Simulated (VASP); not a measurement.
## KF: single point with PBE

The system is KF.

```
CELL_PARAMETERS angstrom
2.83230 2.83230 0.00000
-2.83230 2.83230 0.00000
0.00000 0.00000 5.31519
ATOMIC_POSITIONS crystal
K 0.00000 0.00000 0.00000
K 0.50000 0.50000 0.50000
F 0.50000 0.50000 0.00000
F 0.00000 0.00000 0.50000
```

This cell differs from its parent crystal: biaxial strain in the a-b plane: +4.5 %, then relaxed in part.

| Property | Result |
| --- | --- |
| Program | VASP 6.6.1 |
| Task | single point |
| Functional | PBE |
| Potentials or basis | VASP PAW PBE potentials, release 64 (K_sv, F) |
| Cutoff | 520 eV |
| k mesh | 6 × 6 × 4 |
| Occupations | gaussian, width 0.02 eV |
| Spin | no spin polarisation |
| Dipole correction | no |
| Further INCAR settings | ALGO = Normal; EDIFF = 1e-07; NBANDS = 24 |

```
Pressure               : -1.4 GPa
Band gap on the k mesh : 5.56 eV
```

Stress tensor (GPa, compression positive):
```
-2.19  0.00  0.00
 0.00 -2.19  0.00
 0.00  0.00  0.06
```

Levels at points of the mesh, in eV from the valence-band top:
```csv
k point,band 12,band 13,band 14,band 15,band 16,band 17,band 18,band 19,band 20,band 21
"(0.00, 0.00, 0.00)",-0.15,-0.15,-0.07,-0.07,0.00,5.56,7.90,9.73,10.23,10.23
"(0.50, 0.00, 0.00)",-0.54,-0.28,-0.28,-0.11,-0.11,8.34,8.34,9.55,9.55,11.20
"(0.50, 0.50, 0.00)",-0.33,-0.13,-0.13,-0.06,-0.06,8.14,8.14,9.63,9.63,10.71
"(0.00, 0.00, 0.50)",-0.50,-0.13,-0.13,-0.13,-0.13,7.26,7.26,8.91,8.91,11.59
"(0.50, 0.00, 0.50)",-0.73,-0.33,-0.33,-0.31,-0.31,8.54,8.54,9.75,9.75,11.32
"(0.50, 0.50, 0.50)",-0.43,-0.27,-0.27,-0.27,-0.27,9.37,9.37,9.37,9.37,10.45
```

Wall time 60 s on 1 thread of Intel(R) Xeon(R) Platinum 8259CL CPU @ 2.50GHz (Skylake/Cascade Lake) (shared host), peak memory 0.2 GiB.

Caveat: the cell differs from its parent crystal (biaxial strain in the a-b plane: +4.5 %, then relaxed in part). A k mesh can miss the band edges.
